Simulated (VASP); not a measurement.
# BC5 (P-62m) in VASP: single point with PBE

Aim: the single point of BC5 with PBE.

Everything below comes from runs of VASP 6.6.1. Logs are shortened: lines on timing, memory, paths and dates and some standing lists are left out, and cuts for length are marked.

## (1) The cell of the first run

Symmetry: P-62m, No. 189, hexagonal system. Conventional cell: a = 4.929 Å, b = 4.929 Å, c = 4.550 Å, α = 90.00°, β = 90.00°, γ = 120.00°. B (site symmetry -62m) has 12 C at 2.85 to 2.86 Å within 3.7 Å. C (site symmetry m2m) has 10 C at 2.77 to 3.01 Å and 2 B at 2.86 Å within 3.6 Å. C (site symmetry -6) has 9 C at 2.78 to 2.85 Å and 3 B at 2.85 Å within 3.7 Å.

## (2) Single point, PBE

INCAR reads:

```
  ALGO = Normal
  EDIFF = 1E-6
  ENCUT = 520
  GGA = PE
  ISIF = 2
  ISMEAR = 0
  LASPH = True
  LCHARG = False
  LREAL = False
  LWAVE = False
  NBANDS = 20
  NELM = 100
  PREC = Accurate
  SIGMA = 0.1
```

KPOINTS reads:

```
k-points
0
Gamma
  6 6 4
```

POSCAR reads:

```
BC5
1.0
    4.9288350200      0.0000000000      0.0000000000
   -2.4644175100      4.2684963300      0.0000000000
    0.0000000000      0.0000000000      4.5496722300
B C
1 5
Direct
    0.0000000000      0.0000000000      0.5000000000
    0.6475819900      0.0000000000      0.0000000000
    0.3524180100      0.3524180100      0.0000000000
    0.0000000000      0.6475819900      0.0000000000
    0.6666666700      0.3333333300      0.5000000000
    0.3333333300      0.6666666700      0.5000000000
```

Potentials or basis: VASP PAW PBE potentials, release 64 (B, C).

On the command line:

```
cat potpaw_PBE.64/B/POTCAR potpaw_PBE.64/C/POTCAR > POTCAR
mpirun -np 1 vasp_std > vasp.out
```

OUTCAR:

```text
EDIFF = 1E-6
   ENCUT = 520
   GGA = PE
   ISIF = 2
   ISMEAR = 0
   LASPH = True
   LREAL = False
   NELM = 100
   PREC = Accurate

 ion  position               nearest neighbor table
   1  0.000  0.000  0.500-
   2  0.648  0.000  0.000-
   3  0.352  0.352  0.000-
   4  0.000  0.648  0.000-
   5  0.667  0.333  0.500-
   6  0.333  0.667  0.500-

  LATTYP: Found a hexagonal cell.
 ALAT       =     4.9288350200
 C/A-ratio  =     0.9230725337

  Lattice vectors:

 A1 = (   4.9288350200,   0.0000000000,   0.0000000000)
 A2 = (  -2.4644175100,   4.2684963300,   0.0000000000)
 A3 = (   0.0000000000,   0.0000000000,   4.5496722300)

Analysis of symmetry for initial positions (statically):
=====================================================================
 Subroutine PRICEL returns:
 Original cell was already a primitive cell.

 Routine SETGRP: Setting up the symmetry group for a
 hexagonal supercell.

 Subroutine GETGRP returns: Found 12 space group operations
 (whereof 12 operations were pure point group operations)
 out of a pool of 24 trial point group operations.

The static configuration has the point symmetry D_3h.

Analysis of symmetry for dynamics (positions and initial velocities):
=====================================================================
 Subroutine PRICEL returns:
 Original cell was already a primitive cell.

 Routine SETGRP: Setting up the symmetry group for a
 hexagonal supercell.

 Subroutine GETGRP returns: Found 12 space group operations
 (whereof 12 operations were pure point group operations)
 out of a pool of 24 trial point group operations.

The dynamic configuration has the point symmetry D_3h.

 Subroutine INISYM returns: Found 12 space group operations
 (whereof 12 operations are pure point group operations),
 and found     1 'primitive' translations

----------------------------------------------------------------------------------------

                                     Primitive cell

  volume of cell :      95.7193

  direct lattice vectors                    reciprocal lattice vectors
     4.928835020  0.000000000  0.000000000     0.202887700  0.117137268  0.000000000
    -2.464417510  4.268496330  0.000000000     0.000000000  0.234274537  0.000000000
     0.000000000  0.000000000  4.549672230     0.000000000  0.000000000  0.219796053

  length of vectors
     4.928835020  4.928835013  4.549672230     0.234274536  0.234274537  0.219796053

  position of ions in fractional coordinates (direct lattice)
     0.000000000  0.000000000  0.500000000
     0.647581990  0.000000000  0.000000000
     0.352418010  0.352418010  0.000000000
     1.000000000  0.647581990  0.000000000
     0.666666670  0.333333330  0.500000000
     0.333333330  0.666666670  0.500000000

  ion indices of the primitive-cell ions
   primitive index   ion index
                 1           1
                 2           2
                 3           3
                 4           4
                 5           5
                 6           6

----------------------------------------------------------------------------------------

 KPOINTS: k-points

Automatic generation of k-mesh.
 Grid dimensions read from file:
 generate k-points for:    6    6    4

 Generating k-lattice:

  Cartesian coordinates                     Fractional coordinates (reciprocal lattice)
     0.033814617  0.019522878  0.000000000     0.166666667  0.000000000  0.000000000
     0.000000000  0.039045756  0.000000000     0.000000000  0.166666667  0.000000000
     0.000000000  0.000000000  0.054949013     0.000000000  0.000000000  0.250000000

  Length of vectors
     0.039045756  0.039045756  0.054949013

  Shift w.r.t. Gamma in fractional coordinates (k-lattice)
     0.000000000  0.000000000  0.000000000

 Subroutine IBZKPT returns following result:
 ===========================================

 Found     21 irreducible k-points:

 Following reciprocal coordinates:
            Coordinates               Weight
  0.000000  0.000000  0.000000      1.000000
  0.166667 -0.000000  0.000000      6.000000
  0.333333 -0.000000  0.000000      6.000000
  0.500000  0.000000  0.000000      3.000000
  0.166667  0.166667  0.000000      6.000000
  0.333333  0.166667  0.000000     12.000000
[... 13 lines left out ...]
  0.333333  0.166667  0.500000     12.000000
  0.333333  0.333333  0.500000      2.000000
   k-points           NKPTS =     21   k-points in BZ     NKDIM =     21   number of bands    NBANDS=     20
   number of dos      NEDOS =    301   number of ions     NIONS =      6
   total plane-waves  NPLWV =  57600
   dimension x,y,z NGX =    40 NGY =   40 NGZ =   36
   dimension x,y,z NGXF=    80 NGYF=   80 NGZF=   72
   ions per type =               1   5
   NGX,Y,Z   is equivalent  to a cutoff of  13.49, 13.49, 13.15 a.u.
   NGXF,Y,Z  is equivalent  to a cutoff of  26.98, 26.98, 26.31 a.u.
 SYSTEM =  unknown system
   PREC   = accura    normal or accurate (medium, high low for compatibility)
   ISTART =      0    job   : 0-new  1-cont  2-samecut
   ICHARG =      2    charge: 1-file 2-atom 10-const
   ISPIN  =      1    spin polarized calculation?
   LNONCOLLINEAR =      F non collinear calculations
   LSORBIT =      F    spin-orbit coupling
   LASPH  =      T    aspherical Exc in radial PAW
   ENCUT  =  520.0 eV  38.22 Ry    6.18 a.u.   9.16  9.16  8.46*2*pi/ulx,y,z
   NELM   =    100;   NELMIN=  2; NELMDL= -5     # of ELM steps
   EDIFF  = 0.1E-05   stopping-criterion for ELM
   LREAL  =      F    real-space projection
   EDIFFG = 0.1E-04   stopping-criterion for IOM
   NSW    =      0    number of steps for IOM
   IBRION =     -1    ionic relax: 0-MD 1-quasi-New 2-CG
   NFREE  =      0    steps in history (QN), initial steepest desc. (CG)
   ISIF   =      2    stress and relaxation
   ISYM   =      2    0-nonsym 1-usesym 2-fastsym
   POTIM  = 0.5000    time-step for ionic-motion
   TEBEG  =    0.0;   TEEND  =   0.0 temperature during run
   PSTRESS=    0.0 pullay stress
   NELECT =      23.0000    total number of electrons
   NUPDOWN=      -1.0000    fix difference up-down
   EMIN   =  10.00;   EMAX   =-10.00  energy-range for DOS
   EFERMI =   0.00;   METHOD = LEGACY
   ISMEAR =     0;   SIGMA  =   0.10  broadening in eV -4-tet -1-fermi 0-gaus
   EFERMI_NEDOS =   21; number of points for ismear=-14 and -15
   IALGO  =     38    algorithm
   IMIX   =      4    mixing-type and parameters
     AMIX     =   0.40;   BMIX     =  1.00
     AMIX_MAG =   1.60;   BMIX_MAG =  1.00
  volume/ion in A,a.u.               =      15.95       107.66
  Fermi-wavevector in a.u.,A,eV,Ry     =   1.017773  1.923312 14.093762  1.035862
  Thomas-Fermi vector in A             =   2.151193
   LORBIT       =      0    0 simple, 1 ext, 2 COOP (PROOUT), +10 PAW based schemes
   GGA     = PE    functional components
   LHFCALC =     F    Hartree Fock is set to
   AEXX    =    0.0000 exact exchange contribution
   IVDW    =     0    specifies the selected vdW correction
   LEPSILON=     F    determine dielectric tensor
   LRPA    =     F    only Hartree local field effects (RPA)
 non-spin polarized calculation
 Gauss-broadening in eV      SIGMA  =   0.10
  energy-cutoff  :      520.00
  volume of cell :       95.72
 maximum number of plane-waves:      2594
 NGX is ok and might be reduce to    40
   NGX = 19   NGY = 19   NGZ = 17

 number of electron      22.9999999 magnetization

 Free energy of the ion-electron system (eV)
  ---------------------------------------------------
  ext. energy  EPLUGINS =         0.00000000
  ---------------------------------------------------
  free energy    TOTEN  =       -19.88025799 eV

  energy without entropy =      -19.85774275  energy(sigma->0) =      -19.86900037

 E-fermi :   0.2821     XC(G=0):  -9.1847

 val. band max:        0.2644435810   @ k =   0.1667  -0.0000   0.0000
 cond. band min:       0.2892969679   @ k =   0.1667   0.1667   0.0000
 fundamental gap:      0.0248533869
 Fermi energy:         0.2820776005

 k-point     1 :       0.0000    0.0000    0.0000
  band No.  band energies     occupation
      1     -11.1651      2.00000
      2      -7.6169      2.00000
      3      -7.2022      2.00000
      4      -7.1135      2.00000
      5      -7.1135      2.00000
      6      -3.5027      2.00000
[... 12 lines left out ...]
     19       2.3002      0.00000
     20       3.2598      0.00000

 k-point     2 :       0.1667   -0.0000    0.0000
  band No.  band energies     occupation
      1     -11.0064      2.00000
      2      -7.8618      2.00000
      3      -7.5677      2.00000
      4      -7.2412      2.00000
      5      -6.7704      2.00000
      6      -3.7163      2.00000
[... 12 lines left out ...]
     19       2.4996      0.00000
     20       2.8465      0.00000

 k-point     3 :       0.3333   -0.0000    0.0000
  band No.  band energies     occupation
      1     -10.5510      2.00000
      2      -8.7616      2.00000
      3      -7.6555      2.00000
      4      -7.1910      2.00000
      5      -6.7344      2.00000
      6      -3.9876      2.00000
[... 12 lines left out ...]
     19       2.6323      0.00000
     20       2.9309      0.00000

 k-point     4 :       0.5000    0.0000    0.0000
  band No.  band energies     occupation
      1     -10.0484      2.00000
      2      -9.4433      2.00000
      3      -7.7472      2.00000
      4      -6.9655      2.00000
      5      -6.8941      2.00000
      6      -4.1189      2.00000
[... 360 lines left out ...]
 k-point    20 :       0.3333    0.1667    0.5000
  band No.  band energies     occupation
      1      -9.0561      2.00000
      2      -8.8489      2.00000
      3      -8.2449      2.00000
      4      -8.0502      2.00000
      5      -7.6267      2.00000
      6      -4.8732      2.00000
[... 12 lines left out ...]
     19       2.4823      0.00000
     20       2.4899      0.00000

 k-point    21 :       0.3333    0.3333    0.5000
  band No.  band energies     occupation
      1      -8.5201      2.00000
      2      -8.5201      2.00000
      3      -8.4432      2.00000
      4      -8.4432      2.00000
      5      -8.0484      2.00000
      6      -5.1650      2.00000
[... 12 lines left out ...]
     19       2.4967      0.00000
     20       2.5385      0.00000

------------------------ aborting loop because EDIFF is reached ----------------------------------------

  FORCE on cell =-STRESS in cart. coord.  units (eV):
  Direction    XX          YY          ZZ          XY          YZ          ZX
  --------------------------------------------------------------------------------------
  -------------------------------------------------------------------------------------
  Total      -14.9237059    -14.9237058    -15.5275132      0.0000000      0.0000000      0.0000000
  in kB     -249.7974266   -249.7974257   -259.9041322      0.0000000      0.0000000      0.0000000
  external PRESSURE =    -253.1663282 kB  Pullay stress =       0.0000000 kB

 VOLUME and BASIS-vectors are now :
 -----------------------------------------------------------------------------
  energy-cutoff  :      520.00
  volume of cell :       95.72
      direct lattice vectors                 reciprocal lattice vectors
     4.928835020  0.000000000  0.000000000     0.202887700  0.117137268  0.000000000
    -2.464417510  4.268496330  0.000000000     0.000000000  0.234274537  0.000000000
     0.000000000  0.000000000  4.549672230     0.000000000  0.000000000  0.219796053

 POSITION                                       TOTAL-FORCE (eV/Angst)
 -----------------------------------------------------------------------------------
      0.00000      0.00000      2.27484        -0.000000     -0.000000      0.000000
      3.19182      0.00000      0.00000        -0.251101     -0.000000      0.000000
      0.86851      1.50429      0.00000         0.125551      0.217460      0.000000
     -1.59591      2.76420      0.00000         0.125551     -0.217460     -0.000000
      2.46442      1.42283      2.27484        -0.000000     -0.000000      0.000000
     -0.00000      2.84566      2.27484        -0.000000     -0.000000      0.000000
 -----------------------------------------------------------------------------------
    total drift:                                0.000000      0.000000      0.000000

  FREE ENERGIE OF THE ION-ELECTRON SYSTEM (eV)
  ---------------------------------------------------
  free  energy   TOTEN  =       -19.8802579888 eV

  energy  without entropy=      -19.8577427454  energy(sigma->0) =      -19.86900037
```

Run time: 58 s. Hardware: 1 thread of AMD EPYC 7R43 (Zen 3), shared host; peak memory 0.18 GiB.

Results:

```
Free energy   : -19.8803 eV
Pressure      : -25.3 GPa
Largest force : 0.251 eV/Å
```

Forces in eV/Å, atoms in the order of the input:
```
B    0.000  0.000  0.000
C   -0.251  0.000  0.000
C    0.126  0.217  0.000
C    0.126 -0.217  0.000
C    0.000  0.000  0.000
C    0.000  0.000  0.000
```

Stress tensor (GPa, compression positive):
```
-24.98   0.00   0.00
  0.00 -24.98   0.00
  0.00   0.00 -25.99
```
